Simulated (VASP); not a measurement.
# Ni (Fd-3m) in VASP: notebook

Ni is run at these levels: PBE; tasks: single point.

Everything below comes from runs of VASP 6.6.1. Logs are shortened: lines on timing, memory, paths and dates and some standing lists are left out, and cuts for length are marked.

### 1 The cell of the first run

Symmetry: Fd-3m, No. 227, cubic system. Conventional cell: a = 4.233 Å, b = 4.233 Å, c = 4.233 Å, α = 90.00°, β = 90.00°, γ = 90.00°. Within 2.4 Å of Ni (site symmetry -43m) lie 4 Ni at 1.83 Å.

This isn't the form of Ni at room conditions, which is fcc.

### 2 Single point, PBE, collinear spin, ferromagnetic start

INCAR

```
PREC = Accurate
ENCUT = 520
EDIFF = 1E-6
ISMEAR = -1
SIGMA = 0.08
LREAL = F
LASPH = T
NELM = 150
ALGO = Normal
ISIF = 2
LWAVE = F
LCHARG = T
ISPIN = 2
MAGMOM = 1 1
LORBIT = 11
LMAXMIX = 4
GGA = PE
LELF = T
LVHAR = T
NBANDS = 21
```

KPOINTS

```
Automatic mesh
0
Gamma
  16 16 16
```

POSCAR

```
Ni
1.0
    0.0000000000      2.1165115013      2.1165115013
    2.1165115013      0.0000000000      2.1165115013
    2.1165115013      2.1165115013      0.0000000000
Ni
2
Direct
   -0.1250000000     -0.1250000000     -0.1250000000
    0.1250000000      0.1250000000      0.1250000000
```

Potentials or basis: VASP PAW PBE potentials, release 64 (Ni).

Command:

```console
cat potpaw_PBE.64/Ni/POTCAR > POTCAR
mpirun -np 1 vasp_std > vasp.out
```

OUTCAR:

```text
PREC = Accurate
   ENCUT = 520
   EDIFF = 1E-6
   ISMEAR = -1
   LREAL = F
   LASPH = T
   NELM = 150
   ISIF = 2
   ISPIN = 2
   LORBIT = 11
   GGA = PE

 ion  position               nearest neighbor table
   1  0.875  0.875  0.875-   2 1.83   2 1.83   2 1.83   2 1.83
   2  0.125  0.125  0.125-   1 1.83   1 1.83   1 1.83   1 1.83

  LATTYP: Found a face centered cubic cell.
 ALAT       =     4.2330230026

  Lattice vectors:

 A1 = (   0.0000000000,   2.1165115013,   2.1165115013)
 A2 = (   2.1165115013,   0.0000000000,   2.1165115013)
 A3 = (   2.1165115013,   2.1165115013,   0.0000000000)

Analysis of symmetry for initial positions (statically):
=====================================================================
 Subroutine PRICEL returns:
 Original cell was already a primitive cell.

 Routine SETGRP: Setting up the symmetry group for a
 face centered cubic supercell.

 Subroutine GETGRP returns: Found 48 space group operations
 (whereof 12 operations were pure point group operations)
 out of a pool of 48 trial point group operations.

The static configuration has the point symmetry D_3d.
 The point group associated with its full space group is O_h .

Analysis of symmetry for dynamics (positions and initial velocities):
=====================================================================
 Subroutine PRICEL returns:
 Original cell was already a primitive cell.

 Routine SETGRP: Setting up the symmetry group for a
 face centered cubic supercell.

 Subroutine GETGRP returns: Found 48 space group operations
 (whereof 12 operations were pure point group operations)
 out of a pool of 48 trial point group operations.

The dynamic configuration has the point symmetry D_3d.
 The point group associated with its full space group is O_h .

Analysis of structural, dynamic, and magnetic symmetry:
=====================================================================
 Subroutine PRICEL returns:
 Original cell was already a primitive cell.

 Routine SETGRP: Setting up the symmetry group for a
 face centered cubic supercell.

 Subroutine GETGRP returns: Found 48 space group operations
 (whereof 12 operations were pure point group operations)
 out of a pool of 48 trial point group operations.

The overall configuration has the point symmetry D_3d.
 The point group associated with its full space group is O_h .

 Subroutine INISYM returns: Found 48 space group operations
[... 110 lines left out ...]
   EMIN   =  10.00;   EMAX   =-10.00  energy-range for DOS
   EFERMI =   0.00;   METHOD = LEGACY
   ISMEAR =    -1;   SIGMA  =   0.08  broadening in eV -4-tet -1-fermi 0-gaus
   EFERMI_NEDOS =   21; number of points for ismear=-14 and -15
   IALGO  =     38    algorithm
   IMIX   =      4    mixing-type and parameters
     AMIX     =   0.40;   BMIX     =  1.00
     AMIX_MAG =   1.60;   BMIX_MAG =  1.00
  volume/ion in A,a.u.               =       9.48        63.98
  Fermi-wavevector in a.u.,A,eV,Ry     =   1.666432  3.149099 37.783308  2.776995
  Thomas-Fermi vector in A             =   2.752629
   LORBIT       =     11    0 simple, 1 ext, 2 COOP (PROOUT), +10 PAW based schemes
   GGA     = PE    functional components
   LHFCALC =     F    Hartree Fock is set to
   AEXX    =    0.0000 exact exchange contribution
   IVDW    =     0    specifies the selected vdW correction
   LEPSILON=     F    determine dielectric tensor
   LRPA    =     F    only Hartree local field effects (RPA)
 spin polarized calculation
  energy-cutoff  :      520.00
  volume of cell :       18.96
 maximum number of plane-waves:       531
 NGX is ok and might be reduce to    24
   NGX = 11   NGY = 11   NGZ = 11

 number of electron      20.0000020 magnetization       1.3925753

 Free energy of the ion-electron system (eV)
  ---------------------------------------------------
  ext. energy  EPLUGINS =         0.00000000
  ---------------------------------------------------
  free energy    TOTEN  =        -3.84075623 eV

  energy without entropy =       -3.79672497  energy(sigma->0) =       -3.81874060

 E-fermi :  12.1285     XC(G=0): -13.7801

 val. band max:       12.1220310837   @ k =  -0.3125   0.0625   0.0000
 cond. band min:      12.1353631955   @ k =   0.5000   0.3750   0.1250
 fundamental gap:      0.0133321118
 Fermi energy:        12.1284526605

 spin component 1

 k-point     1 :       0.0000    0.0000    0.0000
  band No.  band energies     occupation
      1       2.0350      1.00000
      2       6.1700      1.00000
      3       6.1700      1.00000
      4       6.7396      1.00000
      5       6.7396      1.00000
      6       6.7396      1.00000
[... 565 lines left out ...]
     20      34.8337      0.00000
     21      35.0186      0.00000

 [... further k-points ...]

 spin component 2

 k-point     1 :       0.0000    0.0000    0.0000
  band No.  band energies     occupation
      1       2.0749      1.00000
      2       6.8229      1.00000
      3       6.8229      1.00000
      4       7.3798      1.00000
      5       7.3798      1.00000
      6       7.3798      1.00000
[... 565 lines left out ...]
     20      34.9719      0.00000
     21      35.0849      0.00000

 [... further k-points ...]
[... 5 lines left out ...]
  --------------------------------------------------------------------------------------
  -------------------------------------------------------------------------------------
  Total       20.9558037     20.9558037     20.9558037      0.0000000     -0.0000000      0.0000000
  in kB     1770.6103993   1770.6103993   1770.6103993      0.0000000     -0.0000000      0.0000000
  external PRESSURE =    1770.6103993 kB  Pullay stress =       0.0000000 kB

 VOLUME and BASIS-vectors are now :
 -----------------------------------------------------------------------------
  energy-cutoff  :      520.00
  volume of cell :       18.96
      direct lattice vectors                 reciprocal lattice vectors
     0.000000000  2.116511501  2.116511501    -0.236237790  0.236237790  0.236237790
     2.116511501  0.000000000  2.116511501     0.236237790 -0.236237790  0.236237790
     2.116511501  2.116511501  0.000000000     0.236237790  0.236237790 -0.236237790

 POSITION                                       TOTAL-FORCE (eV/Angst)
 -----------------------------------------------------------------------------------
      3.70390      3.70390      3.70390         0.000000      0.000000      0.000000
      0.52913      0.52913      0.52913        -0.000000     -0.000000     -0.000000
 -----------------------------------------------------------------------------------
    total drift:                                0.000000      0.000000      0.000000

  FREE ENERGIE OF THE ION-ELECTRON SYSTEM (eV)
  ---------------------------------------------------
  free  energy   TOTEN  =        -3.8407562312 eV

  energy  without entropy=       -3.7967249667  energy(sigma->0) =       -3.81874060

 total charge

# of ion       s       p       d       tot
------------------------------------------
    1        0.765   0.793   8.760  10.318
    2        0.765   0.793   8.760  10.318
--------------------------------------------------
tot          1.531   1.586  17.519  20.636

 magnetization (x)

# of ion       s       p       d       tot
------------------------------------------
    1       -0.014  -0.009   0.687   0.663
    2       -0.014  -0.009   0.687   0.663
--------------------------------------------------
tot         -0.029  -0.019   1.373   1.325
```

stdout:

```text
POSCAR found type information on POSCAR Ni
 POSCAR found :  1 types and       2 ions
 scaLAPACK will be used
 LDA part: xc-table for (Slater+PW92), standard interpolation
 POSCAR, INCAR and KPOINTS ok, starting setup
 FFT: planning ... GRIDC
 FFT: planning ... GRID_SOFT
 FFT: planning ... GRID
 WAVECAR not read
 entering main loop
```

Run time: 65 s. Hardware: 1 thread of AMD EPYC 9R45 (Zen 5), shared host; peak memory 0.17 GiB.

Results:

```
Free energy  : -3.8408 eV
Pressure     : 177.1 GPa
Net moment   : 1.39 μB per cell
Site moments : Ni +0.66 μB
```

Levels at points of the mesh, in eV from the Fermi level:
Spin up:
| k point | band 8 | band 9 | band 10 | band 11 | band 12 | band 13 | band 14 | band 15 |
| --- | --- | --- | --- | --- | --- | --- | --- | --- |
| (0.00, 0.00, 0.00) | -2.70 | -2.70 | -0.48 | -0.48 | 17.33 | 17.33 | 17.33 | 17.65 |
| (0.50, 0.00, 0.00) | -1.89 | -1.89 | -0.85 | -0.85 | 1.64 | 13.19 | 13.19 | 14.61 |
| (0.50, 0.50, 0.00) | -3.20 | -0.60 | -0.60 | 1.95 | 1.95 | 5.84 | 5.84 | 13.53 |
Spin down:
| k point | band 6 | band 7 | band 8 | band 9 | band 10 | band 11 | band 12 | band 13 | band 14 | band 15 |
| --- | --- | --- | --- | --- | --- | --- | --- | --- | --- | --- |
| (0.00, 0.00, 0.00) | -4.75 | -2.00 | -2.00 | -2.00 | 0.39 | 0.39 | 17.46 | 17.46 | 17.46 | 17.89 |
| (0.50, 0.00, 0.00) | -4.80 | -2.73 | -1.11 | -1.11 | -0.03 | -0.03 | 2.24 | 13.37 | 13.37 | 14.65 |
| (0.50, 0.50, 0.00) | -2.92 | -2.44 | -2.44 | 0.23 | 0.23 | 2.45 | 2.45 | 5.89 | 5.89 | 13.82 |

Caveat: the cell stands under pressure.

### 3 Single point, PBE, collinear spin, ferromagnetic start

INCAR

```
ALGO     = Normal         # electronic algorithm
EDIFF    = 1E-7           # SCF threshold, eV
ENCUT    = 520            # plane-wave cutoff, eV
GGA      = PE             # functional
ISIF     = 2              # what is computed and relaxed
ISMEAR   = -1             # smearing method
ISPIN    = 2              # spin polarisation
LASPH    = T              # aspherical terms in the spheres
LCHARG   = F              # write CHGCAR
LMAXMIX  = 4              # l up to which the mixer works
LORBIT   = 11             # projections on sites
LREAL    = F              # projectors in reciprocal space
LWAVE    = F              # write WAVECAR
MAGMOM   = 1 1            # initial moments
NBANDS   = 21             # bands
NELM     = 150            # most SCF steps
PREC     = Accurate       # precision mode
SIGMA    = 0.08           # smearing width, eV
```

KPOINTS

```
k-points
0
Gamma
  16 16 16
```

POSCAR

```
Ni
1.0
    0.0000000000      2.1172476334      2.1172476334
    2.1172476334      0.0000000000      2.1172476334
    2.1172476334      2.1172476334      0.0000000000
Ni
2
Direct
   -0.1250000000     -0.1250000000     -0.1250000000
    0.1250000000      0.1250000000      0.1250000000
```

Potentials or basis: VASP PAW PBE potentials, release 64 (Ni).

Command:

```console
cat potpaw_PBE.64/Ni/POTCAR > POTCAR
mpirun -np 1 vasp_std > vasp.out
```

Run time: 72 s. Hardware: 1 thread of AMD EPYC 9R45 (Zen 5), shared host; peak memory 0.17 GiB.

Results (log left out):

```yaml
Free_energy: -3.8626 eV
Pressure: 176.4 GPa
Net_moment: 1.39 μB per cell
Site_moments: Ni +0.66 μB
```

Levels at points of the mesh, in eV from the Fermi level:
Spin up:
```csv
k point,band 8,band 9,band 10,band 11,band 12,band 13,band 14,band 15
"(0.00, 0.00, 0.00)",-2.70,-2.70,-0.48,-0.48,17.32,17.32,17.32,17.64
"(0.50, 0.00, 0.00)",-1.89,-1.89,-0.85,-0.85,1.63,13.18,13.18,14.60
"(0.50, 0.50, 0.00)",-3.20,-0.60,-0.60,1.95,1.95,5.84,5.84,13.52
```
Spin down:
```tsv
k point	band 6	band 7	band 8	band 9	band 10	band 11	band 12	band 13	band 14	band 15
(0.00, 0.00, 0.00)	-4.74	-1.99	-1.99	-1.99	0.39	0.39	17.45	17.45	17.45	17.88
(0.50, 0.00, 0.00)	-4.80	-2.73	-1.11	-1.11	-0.03	-0.03	2.24	13.36	13.36	14.65
(0.50, 0.50, 0.00)	-2.92	-2.44	-2.44	0.23	0.23	2.45	2.45	5.89	5.89	13.81
```

Caveat: the cell stands under pressure.
